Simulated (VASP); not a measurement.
# ZrB (Immm) in VASP: notebook

ZrB is run at these levels: PBEsol; tasks: single point.

Program: VASP 6.6.1. These are calculated values, not measurements. Logs are shortened: lines on timing, memory, paths and dates and some standing lists are left out, and cuts for length are marked.

### Step 1. The cell of the first run

Symmetry: Immm, No. 71, orthorhombic system. Conventional cell: a = 3.165 Å, b = 3.411 Å, c = 4.650 Å, α = 90.00°, β = 90.00°, γ = 90.00°. Within 3.5 Å of Zr (site symmetry mmm) lie 6 B at 2.33 Å and 12 Zr at 3.16 to 3.41 Å. B (site symmetry mmm) has 6 Zr at 2.33 Å and 12 B at 3.16 to 3.41 Å within 3.5 Å.

### Step 2. Single point, PBEsol (strain +0.0750 x Voigt [0, 0, 0, 1, 0, 0])

Input file INCAR:

```
PREC = Accurate
ENCUT = 520
EDIFF = 1E-6
ISMEAR = 0
SIGMA = 0.15
LREAL = F
LASPH = T
NELM = 60
ALGO = Normal
ISIF = 2
LWAVE = F
LCHARG = F
GGA = PS
NBANDS = 14
```

Input file KPOINTS:

```
regular mesh
0
Gamma
  18 18 18
```

Input file POSCAR:

```
ZrB
1.0
    0.0000000000      2.4121875000      2.4121875000
    2.3250000000      0.0871875000      2.3250000000
    2.3250000000      2.3250000000      0.0871875000
Zr B
1 1
Direct
    0.0000000000      0.0000000000      0.0000000000
    0.5000000000      0.5000000000      0.5000000000
```

Potentials or basis: VASP PAW PBE potentials, release 64 (Zr_sv, B).

Command:

```console
cat potpaw_PBE.64/Zr_sv/POTCAR potpaw_PBE.64/B/POTCAR > POTCAR
mpirun -np 1 vasp_std > vasp.out
```

OUTCAR:

```text
PREC = Accurate
   ENCUT = 520
   EDIFF = 1E-6
   ISMEAR = 0
   LREAL = F
   LASPH = T
   NELM = 60
   ISIF = 2
   GGA = PS

 ion  position               nearest neighbor table
   1  0.000  0.000  0.000-   2 2.33   2 2.33   2 2.33   2 2.33   2 2.33   2 2.33
   2  0.500  0.500  0.500-   1 2.33   1 2.33   1 2.33   1 2.33   1 2.33   1 2.33

  LATTYP: Found a body centered orthorhombic cell.
 ALAT       =     3.1647447875
 B/A-ratio  =     1.0779220779
 C/A-ratio  =     1.4693127921

  Lattice vectors:

 A1 = (  -2.3250000000,   2.3250000000,   0.0871875000)
 A2 = (  -2.3250000000,  -2.3250000000,  -0.0871875000)
 A3 = (   2.3250000000,   0.0871875000,   2.3250000000)

Analysis of symmetry for initial positions (statically):
=====================================================================
 Subroutine PRICEL returns:
 Original cell was already a primitive cell.

 Routine SETGRP: Setting up the symmetry group for a
 body centered orthorhombic supercell.

 Subroutine GETGRP returns: Found  8 space group operations
 (whereof  8 operations were pure point group operations)
 out of a pool of  8 trial point group operations.

The static configuration has the point symmetry D_2h.

Analysis of symmetry for dynamics (positions and initial velocities):
=====================================================================
 Subroutine PRICEL returns:
 Original cell was already a primitive cell.

 Routine SETGRP: Setting up the symmetry group for a
 body centered orthorhombic supercell.

 Subroutine GETGRP returns: Found  8 space group operations
 (whereof  8 operations were pure point group operations)
 out of a pool of  8 trial point group operations.

The dynamic configuration has the point symmetry D_2h.

 Subroutine INISYM returns: Found  8 space group operations
 (whereof  8 operations are pure point group operations),
 and found     1 'primitive' translations

----------------------------------------------------------------------------------------

                                     Primitive cell

  volume of cell :      25.1008

  direct lattice vectors                    reciprocal lattice vectors
     0.000000000  2.412187500  2.412187500    -0.215053763  0.207280736  0.207280736
     2.325000000  0.087187500  2.325000000     0.215053763 -0.223432481  0.223432481
     2.325000000  2.325000000  0.087187500     0.215053763  0.223432481 -0.223432481

  length of vectors
     3.411348277  3.289202283  3.289202283     0.363563926  0.382220184  0.382220184

  position of ions in fractional coordinates (direct lattice)
     0.000000000  0.000000000  0.000000000
     0.500000000  0.500000000  0.500000000

  ion indices of the primitive-cell ions
   primitive index   ion index
                 1           1
                 2           2

----------------------------------------------------------------------------------------

 KPOINTS: regular mesh

Automatic generation of k-mesh.
 Grid dimensions read from file:
 generate k-points for:   18   18   18

 Generating k-lattice:

  Cartesian coordinates                     Fractional coordinates (reciprocal lattice)
    -0.011947431  0.011515596  0.011515596     0.055555556  0.000000000  0.000000000
     0.011947431 -0.012412916  0.012412916     0.000000000  0.055555556 -0.000000000
     0.011947431  0.012412916 -0.012412916     0.000000000  0.000000000  0.055555556

  Length of vectors
     0.020197996  0.021234455  0.021234455

  Shift w.r.t. Gamma in fractional coordinates (k-lattice)
     0.000000000  0.000000000  0.000000000

 Subroutine IBZKPT returns following result:
 ===========================================

 Found    865 irreducible k-points:

 Following reciprocal coordinates:
            Coordinates               Weight
  0.000000  0.000000  0.000000      1.000000
  0.055556  0.000000  0.000000      4.000000
  0.111111  0.000000  0.000000      4.000000
  0.166667  0.000000  0.000000      4.000000
  0.222222  0.000000  0.000000      4.000000
  0.277778  0.000000  0.000000      4.000000
[... 16 lines left out ...]
 -0.333333  0.055556 -0.000000      8.000000
 -0.277778  0.055556  0.000000      8.000000
 [... further k-points ...]
   k-points           NKPTS =    865   k-points in BZ     NKDIM =    865   number of bands    NBANDS=     14
   number of dos      NEDOS =    301   number of ions     NIONS =      2
   total plane-waves  NPLWV =  16128
   dimension x,y,z NGX =    28 NGY =   24 NGZ =   24
   dimension x,y,z NGXF=    56 NGYF=   48 NGZF=   48
   ions per type =               1   1
   NGX,Y,Z   is equivalent  to a cutoff of  13.65, 12.13, 12.13 a.u.
   NGXF,Y,Z  is equivalent  to a cutoff of  27.29, 24.26, 24.26 a.u.
 SYSTEM =  unknown system
   PREC   = accura    normal or accurate (medium, high low for compatibility)
   ISTART =      0    job   : 0-new  1-cont  2-samecut
   ICHARG =      2    charge: 1-file 2-atom 10-const
   ISPIN  =      1    spin polarized calculation?
   LNONCOLLINEAR =      F non collinear calculations
   LSORBIT =      F    spin-orbit coupling
   LASPH  =      T    aspherical Exc in radial PAW
   ENCUT  =  520.0 eV  38.22 Ry    6.18 a.u.   6.34  6.12  6.12*2*pi/ulx,y,z
   NELM   =     60;   NELMIN=  2; NELMDL= -5     # of ELM steps
   EDIFF  = 0.1E-05   stopping-criterion for ELM
   LREAL  =      F    real-space projection
   EDIFFG = 0.1E-04   stopping-criterion for IOM
   NSW    =      0    number of steps for IOM
   IBRION =     -1    ionic relax: 0-MD 1-quasi-New 2-CG
   NFREE  =      0    steps in history (QN), initial steepest desc. (CG)
   ISIF   =      2    stress and relaxation
   ISYM   =      2    0-nonsym 1-usesym 2-fastsym
   POTIM  = 0.5000    time-step for ionic-motion
   TEBEG  =    0.0;   TEEND  =   0.0 temperature during run
   PSTRESS=    0.0 pullay stress
   NELECT =      15.0000    total number of electrons
   NUPDOWN=      -1.0000    fix difference up-down
   EMIN   =  10.00;   EMAX   =-10.00  energy-range for DOS
   EFERMI =   0.00;   METHOD = LEGACY
   ISMEAR =     0;   SIGMA  =   0.15  broadening in eV -4-tet -1-fermi 0-gaus
   EFERMI_NEDOS =   21; number of points for ismear=-14 and -15
   IALGO  =     38    algorithm
   IMIX   =      4    mixing-type and parameters
     AMIX     =   0.40;   BMIX     =  1.00
     AMIX_MAG =   1.60;   BMIX_MAG =  1.00
  volume/ion in A,a.u.               =      12.55        84.69
  Fermi-wavevector in a.u.,A,eV,Ry     =   1.378931  2.605803 25.870825  1.901452
  Thomas-Fermi vector in A             =   2.503948
   LORBIT       =      0    0 simple, 1 ext, 2 COOP (PROOUT), +10 PAW based schemes
   GGA     = PS    functional components
   LHFCALC =     F    Hartree Fock is set to
   AEXX    =    0.0000 exact exchange contribution
   IVDW    =     0    specifies the selected vdW correction
   LEPSILON=     F    determine dielectric tensor
   LRPA    =     F    only Hartree local field effects (RPA)
 non-spin polarized calculation
 Gauss-broadening in eV      SIGMA  =   0.15
  energy-cutoff  :      520.00
  volume of cell :       25.10
 maximum number of plane-waves:       692
 NGX is ok and might be reduce to    28
   NGX = 13   NGY = 13   NGZ = 13

 number of electron      15.0000000 magnetization

 Free energy of the ion-electron system (eV)
  ---------------------------------------------------
  ext. energy  EPLUGINS =         0.00000000
  ---------------------------------------------------
  free energy    TOTEN  =       -16.58985237 eV

  energy without entropy =      -16.57764957  energy(sigma->0) =      -16.58375097

 E-fermi :   8.9686     XC(G=0): -12.3392

 val. band max:        8.9682477786   @ k =   0.0000   0.3333   0.1667
 cond. band min:       8.9693176063   @ k =  -0.4444  -0.2222   0.1111
 fundamental gap:      0.0010698277
 Fermi energy:         8.9685849146

 k-point     1 :       0.0000    0.0000    0.0000
  band No.  band energies     occupation
      1     -37.7365      2.00000
      2     -15.5712      2.00000
      3     -15.4992      2.00000
      4     -15.4274      2.00000
      5       0.6078      2.00000
      6      10.3141      0.00000
      7      10.7159      0.00000
      8      11.3743      0.00000
      9      12.5238      0.00000
     10      12.6808      0.00000
     11      12.6913      0.00000
     12      12.7531      0.00000
     13      13.1190      0.00000
     14      20.1019      0.00000

 k-point     2 :       0.0556    0.0000    0.0000
  band No.  band energies     occupation
      1     -37.7333      2.00000
      2     -15.5922      2.00000
      3     -15.5098      2.00000
      4     -15.4304      2.00000
      5       0.6907      2.00000
      6      10.1360      0.00000
      7      10.5796      0.00000
      8      11.3239      0.00000
      9      11.8707      0.00000
     10      12.0879      0.00000
     11      12.7469      0.00000
     12      13.7208      0.00000
     13      13.9320      0.00000
     14      20.2752      0.00000

 k-point     3 :       0.1111    0.0000    0.0000
  band No.  band energies     occupation
      1     -37.7240      2.00000
      2     -15.6670      2.00000
      3     -15.5247      2.00000
      4     -15.4389      2.00000
      5       0.9330      2.00000
      6       9.6071      0.00000
      7      10.1908      0.00000
      8      10.8551      0.00000
      9      11.5324      0.00000
     10      11.9388      0.00000
     11      13.0726      0.00000
     12      14.8640      0.00000
     13      15.0223      0.00000
     14      20.7655      0.00000
[... 324 lines left out ...]
 k-point    23 :      -0.3333    0.0556   -0.0000
  band No.  band energies     occupation
      1     -37.6474      2.00000
      2     -16.2866      2.00000
      3     -15.5757      2.00000
      4     -15.5263      2.00000
      5       3.2886      2.00000
      6       6.5743      2.00000
      7       7.8907      2.00000
      8       8.5404      1.99995
      9      12.9945      0.00000
     10      14.0207      0.00000
     11      14.9893      0.00000
     12      19.4241      0.00000
     13      19.9315      0.00000
     14      20.9412      0.00000

 k-point    24 :      -0.2778    0.0556    0.0000
  band No.  band energies     occupation
      1     -37.6639      2.00000
      2     -16.1532      2.00000
      3     -15.5673      2.00000
      4     -15.5108      2.00000
      5       2.6598      2.00000
      6       7.2306      2.00000
      7       8.2425      2.00000
      8       8.8883      1.55075
      9      12.4622      0.00000
     10      13.5587      0.00000
     11      14.4486      0.00000
     12      18.3046      0.00000
     13      19.7995      0.00000
     14      21.0149      0.00000

 [... further k-points ...]
[... 5 lines left out ...]
  --------------------------------------------------------------------------------------
  -------------------------------------------------------------------------------------
  Total        4.6687038      4.7095352      4.7095352      0.0000000     -0.6504342      0.0000000
  in kB      298.0020111    300.6082638    300.6082638      0.0000000    -41.5170292      0.0000000
  external PRESSURE =     299.7395129 kB  Pullay stress =       0.0000000 kB

 VOLUME and BASIS-vectors are now :
 -----------------------------------------------------------------------------
  energy-cutoff  :      520.00
  volume of cell :       25.10
      direct lattice vectors                 reciprocal lattice vectors
     0.000000000  2.412187500  2.412187500    -0.215053763  0.207280736  0.207280736
     2.325000000  0.087187500  2.325000000     0.215053763 -0.223432481  0.223432481
     2.325000000  2.325000000  0.087187500     0.215053763  0.223432481 -0.223432481

 POSITION                                       TOTAL-FORCE (eV/Angst)
 -----------------------------------------------------------------------------------
      0.00000      0.00000      0.00000         0.000000      0.000000      0.000000
      2.32500      2.41219      2.41219        -0.000000     -0.000000     -0.000000
 -----------------------------------------------------------------------------------
    total drift:                               -0.000000      0.000000      0.000000

  FREE ENERGIE OF THE ION-ELECTRON SYSTEM (eV)
  ---------------------------------------------------
  free  energy   TOTEN  =       -16.5898523739 eV

  energy  without entropy=      -16.5776495711  energy(sigma->0) =      -16.58375097
```

Run time: 1.8 min. Hardware: 1 thread of Intel Xeon 6975P-C (Granite Rapids), shared host; peak memory 0.41 GiB.

Results:

| Item | Value |
| --- | --- |
| Free energy | -16.5899 eV |
| Pressure | 30.0 GPa |
| Band gap on the k mesh | zero (an odd number of electrons rules out a gap without spin polarisation) |

Stress tensor (GPa, compression positive):
```
29.80  0.00  0.00
 0.00 30.06 -4.15
 0.00 -4.15 30.06
```

Levels at points of the mesh, in eV from the Fermi level:
| k point | band 4 | band 5 | band 6 | band 7 | band 8 | band 9 | band 10 | band 11 | band 12 | band 13 |
| --- | --- | --- | --- | --- | --- | --- | --- | --- | --- | --- |
| (0.00, 0.00, 0.00) | -24.40 | -8.36 | 1.35 | 1.75 | 2.41 | 3.56 | 3.71 | 3.72 | 3.78 | 4.15 |
| (0.50, 0.00, 0.00) | -24.49 | -4.24 | -3.78 | -1.51 | -0.87 | 5.01 | 5.95 | 7.28 | 8.45 | 12.97 |
| (0.00, 0.50, 0.00) | -24.59 | -4.28 | -3.37 | -1.95 | -1.38 | 5.55 | 5.97 | 7.81 | 8.03 | 13.00 |
| (0.50, 0.50, 0.00) | -24.80 | -6.48 | -1.21 | -0.35 | 2.54 | 2.55 | 5.34 | 6.86 | 6.90 | 10.71 |
| (0.00, 0.50, 0.50) | -24.69 | -6.52 | -1.21 | -0.32 | 2.14 | 2.99 | 5.50 | 6.91 | 6.92 | 10.62 |

Caveat: the cell differs from its parent crystal (strain +0.0750 x Voigt [0, 0, 0, 1, 0, 0]); the cell stands under pressure; the PAW data sets were made with another functional, which shifts forces and pressure a little.

(Part 1 of 2 ends here.)
